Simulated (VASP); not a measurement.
Input of a VASP 6.6.1 run:

The input POSCAR:

```
Ti
1.0
    0.0000000000      2.0698140295      2.0698140295
    2.0698140295      0.0000000000      2.0698140295
    2.0698140295      2.0698140295      0.0000000000
Ti
1
Direct
    0.0000000000      0.0000000000      0.0000000000
```

File INCAR.step1:

```
ALGO     = Normal         # electronic algorithm
EDIFF    = 1E-4           # SCF threshold, eV
ENCUT    = 520            # plane-wave cutoff, eV
GGA      = PE             # functional
ISMEAR   = -1             # smearing method
LASPH    = T              # aspherical terms in the spheres
LCHARG   = F              # write CHGCAR
LREAL    = F              # projectors in reciprocal space
LWAVE    = T              # write WAVECAR
NBANDS   = 12             # bands
NELM     = 100            # most SCF steps
PREC     = Accurate       # precision mode
SIGMA    = 0.05           # smearing width, eV
```

Contents of INCAR.step2:

```
ALGO     = Normal         # electronic algorithm
EDIFF    = 1E-6           # SCF threshold, eV
ENCUT    = 520            # plane-wave cutoff, eV
ISIF     = 2              # what is computed and relaxed
ISMEAR   = -1             # smearing method
ISTART   = 1            
LASPH    = T              # aspherical terms in the spheres
LCHARG   = F              # write CHGCAR
LMIXTAU  = T            
LREAL    = F              # projectors in reciprocal space
LWAVE    = F              # write WAVECAR
METAGGA  = R2SCAN         # meta-GGA
NBANDS   = 12             # bands
NELM     = 100            # most SCF steps
PREC     = Accurate       # precision mode
SIGMA    = 0.05           # smearing width, eV
```

File KPOINTS:

```
k-points
0
Gamma
  11 11 11
```

Potentials or basis: VASP PAW PBE potentials, release 64 (Ti_sv).

Run with:

```sh
$ cat potpaw_PBE.64/Ti_sv/POTCAR > POTCAR
$ cp INCAR.step1 INCAR
$ mpirun -np 1 vasp_std > vasp.out
$ cp INCAR.step2 INCAR
$ mpirun -np 1 vasp_std > vasp.out
```

Problem. Predict the band gap on the k mesh.

Solution. Zero (band 6 reaches 8.99 eV, above the bottom of band 7 at 7.77 eV).

Problem. Predict the pressure.

Solution. -2.0 GPa.

Caveat: the PAW data sets were made with another functional, which shifts forces and pressure a little.
